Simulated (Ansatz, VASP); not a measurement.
SnSe2: VASP beside Ansatz

```
Sn Se
1.0
     3.84006    0.00000    0.00000
    -1.92003    3.32559    0.00000
     0.00000    0.00000    6.00973
Sn Se
1 2
Direct
  0.00000 0.00000 0.00000
  0.33333 0.66667 0.26514
  0.66667 0.33333 0.73486
```

Alike in both runs: task single point; functional PBE; dispersion D3(BJ); k mesh 12 × 12 × 6; occupations gaussian, width 0.02 eV; no spin polarisation.

```csv
,VASP,Ansatz
version,VASP 6.6.1,Ansatz 0.2.0
potentials or method,"VASP PAW PBE potentials, release 64 (Sn_d, Se), cutoff 520 eV","scalar-relativistic, plane waves, PAW"
valence electrons in the cell,26,46
```

|  | VASP | Ansatz | Ansatz less VASP |
| --- | --- | --- | --- |
| gap on the k mesh at the Fermi level (eV) | 0.34 | 0.35 | +0.005 |
| least direct gap on the mesh (eV) | 0.81 | 0.82 | +0.011 |
| pressure (GPa) | 0.1 | 0.0 | -0.07 |
| rms of the force components (eV/Å) | 0.007 | 0.001 | -0.0064 |

Atom by atom the forces differ by 0.006 eV/Å (rms over components). VASP's potentials hold 26 valence electrons a cell and Ansatz's 46, so a difference there can come from the potentials and not from the codes.
